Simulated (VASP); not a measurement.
# C (Cmcm) in VASP: further runs, part 2 of 2

VASP 6.6.1. The steps go on from the part before.

### 4 Single point, PBE

This run uses another cell than the first one, of 6.06 Å³/atom, 0.925 times its volume.

File INCAR:

```
PREC = Accurate ; ENCUT = 520
EDIFF = 1E-6 ; ISMEAR = 0
SIGMA = 0.1 ; LREAL = F
LASPH = T ; NELM = 100
ALGO = Normal ; ISIF = 2
LWAVE = F ; LCHARG = F
GGA = PE ; NBANDS = 36
```

File KPOINTS:

```
regular mesh
0
Gamma
  4 4 6
```

File POSCAR:

```
C
1.0
    3.3722012500     -4.2785596500      0.0000000000
    3.3722012500      4.2785596500      0.0000000000
    0.0000000000      0.0000000000      2.5190174000
C
12
Direct
    0.2469143300      0.3432146300      0.7500000000
    0.3432146300      0.2469143300      0.2500000000
    0.5828759100      0.0047533100      0.7500000000
    0.7261322900      0.2738677100      0.7500000000
    0.3786874600      0.6213125400      0.7500000000
    0.2738677100      0.7261322900      0.2500000000
    0.4171240900      0.9952466900      0.2500000000
    0.6213125400      0.3786874600      0.2500000000
    0.7530856700      0.6567853700      0.2500000000
    0.0047533100      0.5828759100      0.2500000000
    0.9952466900      0.4171240900      0.7500000000
    0.6567853700      0.7530856700      0.7500000000
```

Potentials or basis: VASP PAW PBE potentials, release 64 (C).

The run is started by

```
$ cat potpaw_PBE.64/C/POTCAR > POTCAR
$ mpirun -np 1 vasp_std > vasp.out
```

OUTCAR:

```text
PREC = Accurate
   ENCUT = 520
   EDIFF = 1E-6
   ISMEAR = 0
   LREAL = F
   LASPH = T
   NELM = 100
   ISIF = 2
   GGA = PE

 ion  position               nearest neighbor table
   1  0.247  0.343  0.750-   2 1.51   2 1.51  11 1.52   5 1.52
   2  0.343  0.247  0.250-   1 1.51   1 1.51   7 1.52   8 1.52
   3  0.583  0.005  0.750-   4 1.49  12 1.52   7 1.54   7 1.54
   4  0.726  0.274  0.750-   3 1.49  11 1.49   8 1.55   8 1.55
   5  0.379  0.621  0.750-   1 1.52  12 1.52   6 1.55   6 1.55
[... 1170 lines left out ...]

 VOLUME and BASIS-vectors are now :
 -----------------------------------------------------------------------------
  energy-cutoff  :      520.00
  volume of cell :       72.69
      direct lattice vectors                 reciprocal lattice vectors
     3.372201250 -4.278559650  0.000000000     0.148271103 -0.116861757  0.000000000
     3.372201250  4.278559650  0.000000000     0.148271103  0.116861757  0.000000000
     0.000000000  0.000000000  2.519017400     0.000000000  0.000000000  0.396980188

 POSITION                                       TOTAL-FORCE (eV/Angst)
 -----------------------------------------------------------------------------------
      1.99003      0.41203      1.88926         0.139591      0.321528     -0.000000
      1.99003     -0.41203      0.62975         0.139591     -0.321528     -0.000000
      1.98160     -2.47353      1.88926         1.329485     -0.242667      0.000000
      3.37220     -1.93504      1.88926         0.000000     -0.010930      0.000000
      3.37220      1.03809      1.88926         0.000000      1.638313     -0.000000
      3.37220      1.93504      0.62975         0.000000      0.010930      0.000000
      4.76280      2.47353      0.62975        -1.329485      0.242667     -0.000000
      3.37220     -1.03809      0.62975         0.000000     -1.638313     -0.000000
      4.75437     -0.41203      0.62975        -0.139591     -0.321528     -0.000000
      1.98160      2.47353      0.62975         1.329485      0.242667      0.000000
      4.76280     -2.47353      1.88926        -1.329485     -0.242667     -0.000000
      4.75437      0.41203      1.88926        -0.139591      0.321528     -0.000000
 -----------------------------------------------------------------------------------
    total drift:                                0.000000     -0.000000     -0.000000

  FREE ENERGIE OF THE ION-ELECTRON SYSTEM (eV)
  ---------------------------------------------------
  free  energy   TOTEN  =      -104.3865754548 eV

  energy  without entropy=     -104.3865754547  energy(sigma->0) =     -104.38657545
```

OSZICAR:

```text
N       E                     dE             d eps       ncg     rms          rms(c)
DAV:   1     0.153276940601E+03    0.15328E+03   -0.25586E+04  2016   0.130E+03
DAV:   2    -0.982208214526E+02   -0.25150E+03   -0.23421E+03  2596   0.265E+02
DAV:   3    -0.109108028023E+03   -0.10887E+02   -0.10774E+02  2664   0.513E+01
DAV:   4    -0.109276413886E+03   -0.16839E+00   -0.16777E+00  2632   0.687E+00
DAV:   5    -0.109281137586E+03   -0.47237E-02   -0.47199E-02  2516   0.110E+00    0.144E+01
DAV:   6    -0.105591148561E+03    0.36900E+01   -0.25839E+00  2284   0.790E+00    0.853E+00
DAV:   7    -0.104362103479E+03    0.12290E+01   -0.30177E+00  2372   0.854E+00    0.215E+00
DAV:   8    -0.104383996491E+03   -0.21893E-01   -0.15692E-01  2420   0.212E+00    0.470E-01
DAV:   9    -0.104385759288E+03   -0.17628E-02   -0.11265E-02  2524   0.594E-01    0.129E-01
DAV:  10    -0.104386398311E+03   -0.63902E-03   -0.13741E-03  2384   0.201E-01    0.440E-02
DAV:  11    -0.104386524231E+03   -0.12592E-03   -0.14628E-04  2376   0.638E-02    0.241E-02
DAV:  12    -0.104386567377E+03   -0.43146E-04   -0.55546E-05  2304   0.411E-02    0.680E-03
DAV:  13    -0.104386574857E+03   -0.74800E-05   -0.94137E-06  2424   0.181E-02    0.294E-03
DAV:  14    -0.104386575455E+03   -0.59797E-06   -0.10365E-06  1716   0.641E-03
   1 F= -.10438658E+03 E0= -.10438658E+03  d E =-.407829E-10
```

It took 66 s on 1 thread of Intel Xeon Platinum 8259CL at 2.50GHz (Skylake/Cascade Lake), shared host; peak memory 0.2 GiB.

What came out:

| Item | Value |
| --- | --- |
| Free energy | -104.3866 eV |
| Pressure | 31.1 GPa |
| Largest force | 1.638 eV/Å |
| Band gap on the k mesh | 3.51 eV, direct |

Forces in eV/Å, atoms in the order of the input:
```
C    0.140  0.322  0.000
C    0.140 -0.322  0.000
C    1.329 -0.243  0.000
C    0.000 -0.011  0.000
C    0.000  1.638  0.000
C    0.000  0.011  0.000
C   -1.329  0.243  0.000
C    0.000 -1.638  0.000
C   -0.140 -0.322  0.000
C    1.329  0.243  0.000
C   -1.329 -0.243  0.000
C   -0.140  0.322  0.000
```

Levels at points of the mesh, in eV from the valence-band top:
```
           k point  band 21  band 22  band 23  band 24  band 25  band 26  band 27  band 28
(0.00, 0.00, 0.00)    -2.07    -1.82    -1.25    -0.22     4.07     4.33     5.41     6.08
(0.50, 0.00, 0.00)    -1.13    -0.96    -0.74    -0.66     3.80     4.40     6.07     6.83
(0.50, 0.50, 0.00)    -1.37    -0.83    -0.02     0.00     3.51     5.34     5.43     6.04
(0.00, 0.00, 0.50)    -3.42    -3.42    -2.81    -2.81     6.44     6.44     6.52     6.52
(0.50, 0.00, 0.50)    -3.18    -3.18    -2.90    -2.90     6.12     6.12     7.46     7.46
(0.50, 0.50, 0.50)    -4.60    -4.60    -3.39    -3.39     6.55     6.55     6.89     6.89
```

Caveat: forces of over 1 eV/Å act on the atoms, so gaps and moduli don't describe the material at rest. Expect the measured gap to be larger: semilocal functionals such as PBE lack the derivative discontinuity.

### 5 Single point, PBE

File INCAR:

```
SYSTEM = C
ALGO = Normal
EDIFF = 1E-6
ENCUT = 520
GGA = PE
ISIF = 2
ISMEAR = 0
LASPH = .True.
LCHARG = .False.
LREAL = .False.
LWAVE = .False.
NBANDS = 36
NELM = 60
PREC = Accurate
SIGMA = 0.1
```

File KPOINTS:

```
k-points
0
Gamma
  4 4 6
  0 0 0
```

File POSCAR:

```
C
1.0
    3.5965921090     -4.3302910085      0.0000000000
    3.5965921090      4.3302910085      0.0000000000
    0.0000000000      0.0000000000      2.5218084666
C
12
Direct
    0.2605289658      0.3609135499      0.7500000000
    0.3609135499      0.2605289658      0.2500000000
    0.5850205548      0.0001383692      0.7500000000
    0.7367105189      0.2632894811      0.7500000000
    0.3664354776      0.6335645224      0.7500000000
    0.2632894811      0.7367105189      0.2500000000
    0.4149794452      0.9998616308      0.2500000000
    0.6335645224      0.3664354776      0.2500000000
    0.7394710342      0.6390864501      0.2500000000
    0.0001383692      0.5850205548      0.2500000000
    0.9998616308      0.4149794452      0.7500000000
    0.6390864501      0.7394710342      0.7500000000
```

The run is started by

```
$ cat potpaw_PBE.64/C/POTCAR > POTCAR
$ mpirun -np 1 vasp_std > vasp.out
```

It took 2 min on 1 thread of AMD EPYC 7R13, shared host; peak memory 0.17 GiB.

It converged, with:

```
Free energy            : -105.4753 eV
Pressure               : 0.7 GPa
Largest force          : 0.025 eV/Å
Band gap on the k mesh : 4.06 eV, direct
```

Forces on the atoms (eV/Å):
```
C   -0.024 -0.006  0.000
C   -0.024  0.006  0.000
C    0.009 -0.009  0.000
C    0.000 -0.025  0.000
C    0.000 -0.006  0.000
C    0.000  0.025  0.000
C   -0.009  0.009  0.000
C    0.000  0.006  0.000
C    0.024  0.006  0.000
C    0.009  0.009  0.000
C   -0.009 -0.009  0.000
C    0.024 -0.006  0.000
```

Stress tensor (GPa, compression positive):
```
0.76 0.00 0.00
0.00 0.67 0.00
0.00 0.00 0.67
```

Levels at points of the mesh, in eV from the valence-band top:
```
           k point  band 20  band 21  band 22  band 23  band 24  band 25  band 26  band 27  band 28  band 29
(0.00, 0.00, 0.00)    -2.39    -1.59    -1.52    -1.34    -0.15     4.37     4.94     5.79     6.06     6.24
(0.50, 0.00, 0.00)    -1.61    -1.14    -0.94    -0.83    -0.39     4.30     4.77     5.98     6.95     6.98
(0.50, 0.50, 0.00)    -1.30    -1.27    -0.66    -0.23     0.00     4.06     5.64     5.79     6.28     6.40
(0.00, 0.00, 0.50)    -4.15    -3.35    -3.35    -2.67    -2.67     6.40     6.40     6.70     6.70     7.49
(0.50, 0.00, 0.50)    -4.62    -3.49    -3.49    -2.63    -2.63     6.10     6.10     6.95     6.95     7.48
(0.50, 0.50, 0.50)    -4.99    -4.13    -4.13    -3.11    -3.11     6.64     6.64     6.78     6.78     8.12
```

A k mesh can miss the band edges. A hybrid or GW would open this gap; PBE tends to underestimate it.

### 6 Relaxation of cell and atoms, PBE

This run uses another cell than the first one, of 6.06 Å³/atom, 0.925 times its volume.

File INCAR:

```
SYSTEM = C
ALGO = Normal
EDIFF = 1E-7
EDIFFG = -0.04
ENCUT = 600
GGA = PE
IBRION = 2
ISIF = 3
ISMEAR = 0
LASPH = .TRUE.
LCHARG = .FALSE.
LREAL = .FALSE.
LWAVE = .FALSE.
NELM = 60
NSW = 90
PREC = Accurate
SIGMA = 0.1
```

File KPOINTS:

```
k-points
0
G
  4 4 6
  0 0 0
```

File POSCAR:

```
C
1.0
    3.3722012500     -4.2785596500      0.0000000000
    3.3722012500      4.2785596500      0.0000000000
    0.0000000000      0.0000000000      2.5190174000
C
12
Direct
    0.2469143300      0.3432146300      0.7500000000
    0.3432146300      0.2469143300      0.2500000000
    0.5828759100      0.0047533100      0.7500000000
    0.7261322900      0.2738677100      0.7500000000
    0.3786874600      0.6213125400      0.7500000000
    0.2738677100      0.7261322900      0.2500000000
    0.4171240900      0.9952466900      0.2500000000
    0.6213125400      0.3786874600      0.2500000000
    0.7530856700      0.6567853700      0.2500000000
    0.0047533100      0.5828759100      0.2500000000
    0.9952466900      0.4171240900      0.7500000000
    0.6567853700      0.7530856700      0.7500000000
```

Potentials or basis: VASP PAW PBE potentials, release 64 (C).

The run is started by

```
$ cat potpaw_PBE.64/C/POTCAR > POTCAR
$ mpirun -np 1 vasp_std > vasp.out
```

Wall time 19 min (1 thread of AMD EPYC 7R13, shared host); peak memory 0.19 GiB.

Results (log left out):

| Item | Value |
| --- | --- |
| Free energy | -105.4816 eV |
| Relaxed volume | 6.55 Å³/atom |
| Relaxed cell | a = 5.630 Å, b = 5.630 Å, c = 2.523 Å, α = 90.00°, β = 90.00°, γ = 100.60° |
| Space group after relaxing (to 0.05 Å) | Cmcm (No. 63) |
| Energy gained by relaxing | 88.8 meV/atom |
| Ionic steps | 14 |
| Pressure after relaxing | -0.1 GPa |
| Largest force after relaxing | 0.017 eV/Å |
| Band gap on the k mesh | 4.05 eV, direct |

Forces in eV/Å, atoms in the order of the input:
```
C    0.014  0.010  0.000
C    0.014 -0.010  0.000
C   -0.006 -0.015  0.000
C    0.000  0.000  0.000
C    0.000  0.010  0.000
C    0.000  0.000  0.000
C    0.006  0.015  0.000
C    0.000 -0.010  0.000
C   -0.014 -0.010  0.000
C   -0.006  0.015  0.000
C    0.006 -0.015  0.000
C   -0.014  0.010  0.000
```

Stress tensor (GPa, compression positive):
```
-0.04  0.00  0.00
 0.00  0.05  0.00
 0.00  0.00 -0.27
```

The path:
| step | energy change (eV) | largest force (eV/Å) | pressure (GPa) | volume (Å³) |
| --- | --- | --- | --- | --- |
| 1 | 0.0000 | 1.6420 | 30.46 | 72.69 |
| 2 | 0.4521 | 3.3232 | -27.56 | 85.37 |
| 3 | -0.7447 | 1.0364 | 0.02 | 77.98 |
| 4 | -0.7456 | 0.9779 | 0.79 | 77.82 |
| 5 | -0.8687 | 0.9053 | -3.85 | 79.31 |
| 6 | -0.8753 | 0.8292 | -3.09 | 79.03 |
| 7 | -0.9866 | 0.5791 | -0.70 | 78.87 |
| 8 | -0.9889 | 0.6666 | -0.28 | 78.84 |
| 9 | -1.0478 | 0.4348 | 0.38 | 78.64 |
| 10 | -1.0479 | 0.4252 | 0.35 | 78.65 |
| 11 | -1.0639 | 0.1394 | -0.57 | 78.71 |
| 12 | -1.0648 | 0.0990 | -0.41 | 78.70 |
| 13 | -1.0649 | 0.1272 | 0.22 | 78.56 |
| 14 | -1.0654 | 0.0172 | -0.09 | 78.63 |

Final structure:
```xyz
12
Lattice="3.5966 -4.3320 0.0000 3.5966 4.3320 0.0000 0.0000 0.0000 2.5232" Properties=species:S:1:pos:R:3 pbc="T T T"
C     2.2327    0.4345    1.8924
C     2.2327   -0.4345    0.6308
C     2.1052   -2.5331    1.8924
C     3.5966   -2.0495    1.8924
C     3.5966    1.1557    1.8924
C     3.5966    2.0495    0.6308
C     5.0881    2.5331    0.6308
C     3.5966   -1.1557    0.6308
C     4.9606   -0.4345    0.6308
C     2.1052    2.5331    0.6308
C     5.0881   -2.5331    1.8924
C     4.9606    0.4345    1.8924
```

Levels at points of the mesh, in eV from the valence-band top:
| k point | band 21 | band 22 | band 23 | band 24 | band 25 | band 26 | band 27 | band 28 |
| --- | --- | --- | --- | --- | --- | --- | --- | --- |
| (0.00, 0.00, 0.00) | -1.59 | -1.52 | -1.35 | -0.15 | 4.36 | 4.92 | 5.78 | 6.06 |
| (0.50, 0.00, 0.00) | -1.14 | -0.93 | -0.83 | -0.39 | 4.29 | 4.77 | 5.98 | 6.95 |
| (0.50, 0.50, 0.00) | -1.26 | -0.67 | -0.21 | 0.00 | 4.05 | 5.63 | 5.78 | 6.27 |
| (0.00, 0.00, 0.50) | -3.34 | -3.34 | -2.67 | -2.67 | 6.39 | 6.39 | 6.69 | 6.69 |
| (0.50, 0.00, 0.50) | -3.49 | -3.49 | -2.63 | -2.63 | 6.10 | 6.10 | 6.95 | 6.95 |
| (0.50, 0.50, 0.50) | -4.13 | -4.13 | -3.11 | -3.11 | 6.63 | 6.63 | 6.77 | 6.77 |

### 7 Summary

| task | cell | k mesh | cutoff (eV) | smearing | gap on the mesh (eV) | pressure (GPa) | relaxed volume (Å³/atom) | largest force (eV/Å) |
| --- | --- | --- | --- | --- | --- | --- | --- | --- |
| single point | a = 5.630, b = 5.630, c = 2.521 Å, angles 90.0, 90.0, 100.6°, 12 atoms | 4 × 4 × 10 | 520 | gaussian 0.02 eV | 4.06 | 0.6 | - | 0.03 |
| relaxation of cell and atoms | relaxed from a = 5.629, b = 5.629, c = 2.522 Å, angles 90.0, 90.0, 100.6°, 12 atoms | 4 × 4 × 10 | 600 | gaussian 0.02 eV | 4.06 | 0.0 | 6.55 | 0.01 |
| single point | a = 5.448, b = 5.448, c = 2.519 Å, angles 90.0, 90.0, 103.5°, 12 atoms | 4 × 4 × 6 | 520 | gaussian 0.1 eV | 3.51 | 31.1 | - | 1.64 |
| single point | a = 5.629, b = 5.629, c = 2.522 Å, angles 90.0, 90.0, 100.6°, 12 atoms | 4 × 4 × 6 | 520 | gaussian 0.1 eV | 4.06 | 0.7 | - | 0.03 |
| relaxation of cell and atoms | relaxed from a = 5.448, b = 5.448, c = 2.519 Å, angles 90.0, 90.0, 103.5°, 12 atoms | 4 × 4 × 6 | 600 | gaussian 0.1 eV | 4.05 | -0.1 | 6.55 | 0.02 |

Alike in all rows: level PBE; potentials or basis VASP PAW PBE potentials, release 64 (C); no spin polarisation.

Caveats: forces of over 1 eV/Å act on the atoms, so gaps and moduli don't describe the material at rest (some runs).

Absolute energies hang on the potentials; compare differences alone.
